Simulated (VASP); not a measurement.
# Sn (I4_1/amd) in VASP: further runs

Sn is run at these levels: PBE; tasks: single point.

Everything below comes from runs of VASP 6.6.1. Logs are shortened: lines on timing, memory, paths and dates and some standing lists are left out, and cuts for length are marked.

## Step 1: The cell of the first run

It takes space group I4_1/amd (No. 141, tetragonal). The conventional cell has a = 5.360 Å, b = 5.360 Å, c = 3.001 Å, α = 90.00°, β = 90.00°, γ = 90.00°. Within 3.7 Å of Sn (site symmetry -4m2) lie 10 Sn at 2.78 to 3.50 Å.

## Step 2: Single point, PBE (Ge replaced by Sn, lengths x 1.095, strained)

File INCAR:

```
PREC = Accurate ; ENCUT = 520
EDIFF = 1E-7 ; ISMEAR = 0
SIGMA = 0.1 ; LREAL = False
LASPH = True ; NELM = 60
ALGO = Normal ; ISIF = 2
LWAVE = False ; LCHARG = False
GGA = PE ; NBANDS = 21
```

File KPOINTS:

```
Automatic mesh
0
Gamma
  6 6 6
```

File POSCAR:

```
Sn
1.0
   -2.6798607513      2.6798607513      1.5005122109
    2.6798607513     -2.6798607513      1.5005122109
    2.6798607513      2.6798607513     -1.5005122109
Sn
2
Direct
    0.2500000000      0.7500000000      0.5000000000
    0.5000000000      0.5000000000      0.0000000000
```

Potentials or basis: VASP PAW PBE potentials, release 64 (Sn_d).

On the command line:

```sh
> cat potpaw_PBE.64/Sn_d/POTCAR > POTCAR
> mpirun -np 1 vasp_std > vasp.out
```

OUTCAR:

```text
PREC = Accurate
   ENCUT = 520
   EDIFF = 1E-7
   ISMEAR = 0
   LREAL = False
   LASPH = True
   NELM = 60
   ISIF = 2
   GGA = PE

 ion  position               nearest neighbor table
   1  0.250  0.750  0.500-   2 2.78   2 2.78   2 2.78   2 2.78   2 3.50   2 3.50   2 3.50   2 3.50

   2  0.500  0.500  0.000-   1 2.78   1 2.78   1 2.78   1 2.78   1 3.50   1 3.50   1 3.50   1 3.50

  LATTYP: Found a body centered tetragonal cell.
 ALAT       =     5.3597215026
 C/A-ratio  =     0.5599217087

  Lattice vectors:

 A1 = (  -2.6798607513,   2.6798607513,   1.5005122109)
 A2 = (   2.6798607513,  -2.6798607513,   1.5005122109)
 A3 = (   2.6798607513,   2.6798607513,  -1.5005122109)

Analysis of symmetry for initial positions (statically):
=====================================================================
 Subroutine PRICEL returns:
 Original cell was already a primitive cell.

 Routine SETGRP: Setting up the symmetry group for a
 body centered tetragonal supercell.

 Subroutine GETGRP returns: Found 16 space group operations
 (whereof  8 operations were pure point group operations)
 out of a pool of 16 trial point group operations.

The static configuration has the point symmetry D_2d.
 The point group associated with its full space group is D_4h.

Analysis of symmetry for dynamics (positions and initial velocities):
=====================================================================
 Subroutine PRICEL returns:
 Original cell was already a primitive cell.

 Routine SETGRP: Setting up the symmetry group for a
 body centered tetragonal supercell.

 Subroutine GETGRP returns: Found 16 space group operations
 (whereof  8 operations were pure point group operations)
 out of a pool of 16 trial point group operations.

The dynamic configuration has the point symmetry D_2d.
 The point group associated with its full space group is D_4h.

 Subroutine INISYM returns: Found 16 space group operations
 (whereof  8 operations are pure point group operations),
 and found     1 'primitive' translations

----------------------------------------------------------------------------------------

                                     Primitive cell

  volume of cell :      43.1046

  direct lattice vectors                    reciprocal lattice vectors
    -2.679860751  2.679860751  1.500512211     0.000000000  0.186576858  0.333219548
[... 82 lines left out ...]
   LSORBIT =      F    spin-orbit coupling
   LASPH  =      T    aspherical Exc in radial PAW
   ENCUT  =  520.0 eV  38.22 Ry    6.18 a.u.   7.58  7.58  7.58*2*pi/ulx,y,z
   NELM   =     60;   NELMIN=  2; NELMDL= -5     # of ELM steps
   EDIFF  = 0.1E-06   stopping-criterion for ELM
   LREAL  =      F    real-space projection
   EDIFFG = 0.1E-05   stopping-criterion for IOM
   NSW    =      0    number of steps for IOM
   IBRION =     -1    ionic relax: 0-MD 1-quasi-New 2-CG
   NFREE  =      0    steps in history (QN), initial steepest desc. (CG)
   ISIF   =      2    stress and relaxation
   ISYM   =      2    0-nonsym 1-usesym 2-fastsym
   POTIM  = 0.5000    time-step for ionic-motion
   TEBEG  =    0.0;   TEEND  =   0.0 temperature during run
   PSTRESS=    0.0 pullay stress
   NELECT =      28.0000    total number of electrons
   NUPDOWN=      -1.0000    fix difference up-down
   EMIN   =  10.00;   EMAX   =-10.00  energy-range for DOS
   EFERMI =   0.00;   METHOD = LEGACY
   ISMEAR =     0;   SIGMA  =   0.10  broadening in eV -4-tet -1-fermi 0-gaus
   EFERMI_NEDOS =   21; number of points for ismear=-14 and -15
   IALGO  =     38    algorithm
   IMIX   =      4    mixing-type and parameters
     AMIX     =   0.40;   BMIX     =  1.00
     AMIX_MAG =   1.60;   BMIX_MAG =  1.00
  volume/ion in A,a.u.               =      21.55       145.44
  Fermi-wavevector in a.u.,A,eV,Ry     =   1.417815  2.679282 27.350416  2.010199
  Thomas-Fermi vector in A             =   2.539006
   LORBIT       =      0    0 simple, 1 ext, 2 COOP (PROOUT), +10 PAW based schemes
   GGA     = PE    functional components
   LHFCALC =     F    Hartree Fock is set to
   AEXX    =    0.0000 exact exchange contribution
   IVDW    =     0    specifies the selected vdW correction
   LEPSILON=     F    determine dielectric tensor
   LRPA    =     F    only Hartree local field effects (RPA)
 non-spin polarized calculation
 Gauss-broadening in eV      SIGMA  =   0.10
  energy-cutoff  :      520.00
  volume of cell :       43.10
 maximum number of plane-waves:      1174
   NGX = 15   NGY = 15   NGZ = 15

 number of electron      28.0000015 magnetization

 Free energy of the ion-electron system (eV)
  ---------------------------------------------------
  ext. energy  EPLUGINS =         0.00000000
  ---------------------------------------------------
  free energy    TOTEN  =        -6.70520156 eV

  energy without entropy =       -6.69804985  energy(sigma->0) =       -6.70162571

 E-fermi :  11.4156     XC(G=0): -11.4368

 val. band max:       11.4146377833   @ k =   0.3333   0.3333   0.0000
 cond. band min:      11.4342657153   @ k =  -0.3333   0.3333   0.1667
 fundamental gap:      0.0196279320
 Fermi energy:        11.4155931864

 k-point     1 :       0.0000    0.0000    0.0000
  band No.  band energies     occupation
      1     -10.9950      2.00000
      2     -10.7797      2.00000
      3     -10.7652      2.00000
      4     -10.6802      2.00000
      5     -10.4270      2.00000
      6     -10.4270      2.00000
[... 565 lines left out ...]
     20      21.9566      0.00000
     21      24.4270      0.00000

 [... further k-points ...]

------------------------ aborting loop because EDIFF is reached ----------------------------------------

  FORCE on cell =-STRESS in cart. coord.  units (eV):
  Direction    XX          YY          ZZ          XY          YZ          ZX
  --------------------------------------------------------------------------------------
  -------------------------------------------------------------------------------------
  Total        8.2933285      8.2933285      4.7222964      0.0000000      0.0000000      0.0000000
  in kB      308.2587889    308.2587889    175.5253475      0.0000000      0.0000000      0.0000000
  external PRESSURE =     264.0143084 kB  Pullay stress =       0.0000000 kB

 VOLUME and BASIS-vectors are now :
 -----------------------------------------------------------------------------
  energy-cutoff  :      520.00
  volume of cell :       43.10
      direct lattice vectors                 reciprocal lattice vectors
    -2.679860751  2.679860751  1.500512211     0.000000000  0.186576858  0.333219548
     2.679860751 -2.679860751  1.500512211     0.186576858  0.000000000  0.333219548
     2.679860751  2.679860751 -1.500512211     0.186576858  0.186576858  0.000000000

 POSITION                                       TOTAL-FORCE (eV/Angst)
 -----------------------------------------------------------------------------------
      2.67986     -0.00000      0.75026        -0.000000     -0.000000      0.000000
      0.00000      0.00000      1.50051         0.000000      0.000000     -0.000000
 -----------------------------------------------------------------------------------
    total drift:                                0.000000     -0.000000      0.000000

  FREE ENERGIE OF THE ION-ELECTRON SYSTEM (eV)
  ---------------------------------------------------
  free  energy   TOTEN  =        -6.7052015618 eV

  energy  without entropy=       -6.6980498489  energy(sigma->0) =       -6.70162571
```

OSZICAR:

```text
N       E                     dE             d eps       ncg     rms          rms(c)
DAV:   1     0.216166210476E+03    0.21617E+03   -0.14370E+04  1285   0.230E+03
DAV:   2     0.146621630540E+02   -0.20150E+03   -0.19725E+03  1265   0.453E+02
DAV:   3    -0.616599152063E+01   -0.20828E+02   -0.20657E+02  1425   0.131E+02
DAV:   4    -0.674801309806E+01   -0.58202E+00   -0.58163E+00  1438   0.244E+01
DAV:   5    -0.676707213061E+01   -0.19059E-01   -0.19058E-01  1742   0.421E+00    0.367E+00
DAV:   6    -0.672467120823E+01    0.42401E-01   -0.35378E-02  1710   0.298E+00    0.206E+00
DAV:   7    -0.670556760745E+01    0.19104E-01   -0.24539E-02  1715   0.253E+00    0.189E-01
DAV:   8    -0.670519424250E+01    0.37336E-03   -0.30919E-03  1679   0.728E-01    0.316E-02
DAV:   9    -0.670520659278E+01   -0.12350E-04   -0.96431E-05  1641   0.932E-02    0.141E-02
DAV:  10    -0.670520165725E+01    0.49355E-05   -0.80326E-06  1796   0.362E-02    0.245E-03
DAV:  11    -0.670520156183E+01    0.95418E-07   -0.55684E-07  1414   0.904E-03
   1 F= -.67052016E+01 E0= -.67016257E+01  d E =-.715171E-02
```

Wall time 16 s (1 thread of Intel Xeon Platinum 8375C at 2.90GHz (Ice Lake), shared host); peak memory 0.17 GiB.

What came out:

```
Free energy            : -6.7052 eV
Pressure               : 26.4 GPa
Band gap on the k mesh : zero (band 14 reaches 13.18 eV, above the bottom of band 15 at 7.30 eV)
```

Caveat: the k points lie up to 0.40 Å⁻¹ apart; the cell differs from its parent crystal (Ge replaced by Sn, lengths x 1.095, strained); spin-orbit coupling is left out, which moves the levels of the heavy elements.

## Step 3: Single point, PBE (Ge replaced by Sn, lengths x 1.095, strained)

File INCAR:

```
PREC = Accurate ; ENCUT = 520
EDIFF = 1E-6 ; ISMEAR = 0
SIGMA = 0.1 ; LREAL = F
LASPH = T ; NELM = 80
ALGO = Fast ; ISIF = 2
LWAVE = F ; LCHARG = F
GGA = PE ; NBANDS = 21
```

File KPOINTS:

```
Automatic mesh
0
Gamma
  16 16 16
```

POSCAR is that of step 2.

Potentials or basis: VASP PAW PBE potentials, release 64 (Sn_d).

On the command line:

```sh
> cat potpaw_PBE.64/Sn_d/POTCAR > POTCAR
> mpirun -np 1 vasp_std > vasp.out
```

OUTCAR:

```text
PREC = Accurate
   ENCUT = 520
   EDIFF = 1E-6
   ISMEAR = 0
   LREAL = F
   LASPH = T
   NELM = 80
   ISIF = 2
   GGA = PE

 ion  position               nearest neighbor table
   1  0.250  0.750  0.500-   2 2.78   2 2.78   2 2.78   2 2.78   2 3.50   2 3.50   2 3.50   2 3.50

   2  0.500  0.500  0.000-   1 2.78   1 2.78   1 2.78   1 2.78   1 3.50   1 3.50   1 3.50   1 3.50

  LATTYP: Found a body centered tetragonal cell.
 ALAT       =     5.3597215026
 C/A-ratio  =     0.5599217087
[... 768 lines left out ...]

------------------------ aborting loop because EDIFF is reached ----------------------------------------

  FORCE on cell =-STRESS in cart. coord.  units (eV):
  Direction    XX          YY          ZZ          XY          YZ          ZX
  --------------------------------------------------------------------------------------
  -------------------------------------------------------------------------------------
  Total        7.4620793      7.4620793      5.9024666      0.0000000      0.0000000      0.0000000
  in kB      277.3616799    277.3616799    219.3916709      0.0000000      0.0000000      0.0000000
  external PRESSURE =     258.0383436 kB  Pullay stress =       0.0000000 kB

 VOLUME and BASIS-vectors are now :
 -----------------------------------------------------------------------------
  energy-cutoff  :      520.00
  volume of cell :       43.10
      direct lattice vectors                 reciprocal lattice vectors
    -2.679860751  2.679860751  1.500512211     0.000000000  0.186576858  0.333219548
     2.679860751 -2.679860751  1.500512211     0.186576858  0.000000000  0.333219548
     2.679860751  2.679860751 -1.500512211     0.186576858  0.186576858  0.000000000

 POSITION                                       TOTAL-FORCE (eV/Angst)
 -----------------------------------------------------------------------------------
      2.67986     -0.00000      0.75026        -0.000000     -0.000000     -0.000000
      0.00000      0.00000      1.50051         0.000000      0.000000      0.000000
 -----------------------------------------------------------------------------------
    total drift:                                0.000000     -0.000000      0.000000

  FREE ENERGIE OF THE ION-ELECTRON SYSTEM (eV)
  ---------------------------------------------------
  free  energy   TOTEN  =        -6.7549727990 eV

  energy  without entropy=       -6.7513198448  energy(sigma->0) =       -6.75314632
```

OSZICAR:

```text
N       E                     dE             d eps       ncg     rms          rms(c)
DAV:   1     0.222112692812E+03    0.22211E+03   -0.14573E+04 15054   0.231E+03
DAV:   2     0.150050946239E+02   -0.20711E+03   -0.20234E+03 14748   0.464E+02
DAV:   3    -0.620856535527E+01   -0.21214E+02   -0.21036E+02 16699   0.133E+02
DAV:   4    -0.679732601820E+01   -0.58876E+00   -0.58842E+00 16927   0.245E+01
DAV:   5    -0.681673991731E+01   -0.19414E-01   -0.19413E-01 19439   0.428E+00    0.367E+00
RMM:   6    -0.677385764121E+01    0.42882E-01   -0.31410E-02 18201   0.219E+00    0.212E+00
RMM:   7    -0.675492017933E+01    0.18937E-01   -0.32617E-02 18673   0.206E+00    0.165E-01
RMM:   8    -0.675479890865E+01    0.12127E-03   -0.53115E-03 19933   0.763E-01    0.572E-02
RMM:   9    -0.675496452790E+01   -0.16562E-03   -0.17692E-03 23689   0.339E-01    0.332E-02
RMM:  10    -0.675496520629E+01   -0.67839E-06   -0.15698E-04 19757   0.135E-01    0.655E-03
RMM:  11    -0.675497279085E+01   -0.75846E-05   -0.65709E-05 22885   0.622E-02    0.542E-03
RMM:  12    -0.675497279904E+01   -0.81873E-08   -0.47646E-06 14571   0.210E-02
   1 F= -.67549728E+01 E0= -.67531463E+01  d E =-.365295E-02
```

stdout:

```text
POSCAR found type information on POSCAR Sn
 POSCAR found :  1 types and       2 ions
 scaLAPACK will be used
 LDA part: xc-table for (Slater+PW92), standard interpolation
 POSCAR, INCAR and KPOINTS ok, starting setup
 FFT: planning ... GRIDC
 FFT: planning ... GRID_SOFT
 FFT: planning ... GRID
 WAVECAR not read
 entering main loop
WARNING in EDDRMM: call to ZHEGV failed, returncode =   8  4     17
WARNING in EDDRMM: call to ZHEGV failed, returncode =   6  3     20
WARNING in EDDRMM: call to ZHEGV failed, returncode =   6  3     17
```

Run time: 4.6 min. Hardware: 1 thread of Intel Xeon Platinum 8375C at 2.90GHz (Ice Lake), shared host; peak memory 0.35 GiB.

What came out:

```yaml
Free_energy: -6.7550 eV
Pressure: 25.8 GPa
Band_gap_on_the_k_mesh: zero (band 14 reaches 13.44 eV, above the bottom of band 15 at 7.49 eV)
```

Levels at points of the mesh, in eV from the Fermi level:
| k point | band 11 | band 12 | band 13 | band 14 | band 15 | band 16 | band 17 | band 18 |
| --- | --- | --- | --- | --- | --- | --- | --- | --- |
| (0.00, 0.00, 0.00) | -13.15 | -2.61 | -2.61 | -2.59 | 2.65 | 7.64 | 7.64 | 8.03 |
| (0.50, 0.00, 0.00) | -7.76 | -6.60 | -2.27 | -2.06 | -1.82 | 1.87 | 3.40 | 5.90 |
| (0.50, 0.50, 0.00) | -10.34 | -10.34 | 0.68 | 0.68 | 2.24 | 2.24 | 6.38 | 6.38 |
| (0.50, 0.50, 0.50) | -8.14 | -8.14 | -6.33 | -6.33 | 5.18 | 5.18 | 12.25 | 12.25 |

Caveat: the cell differs from its parent crystal (Ge replaced by Sn, lengths x 1.095, strained); spin-orbit coupling is left out, which moves the levels of the heavy elements.
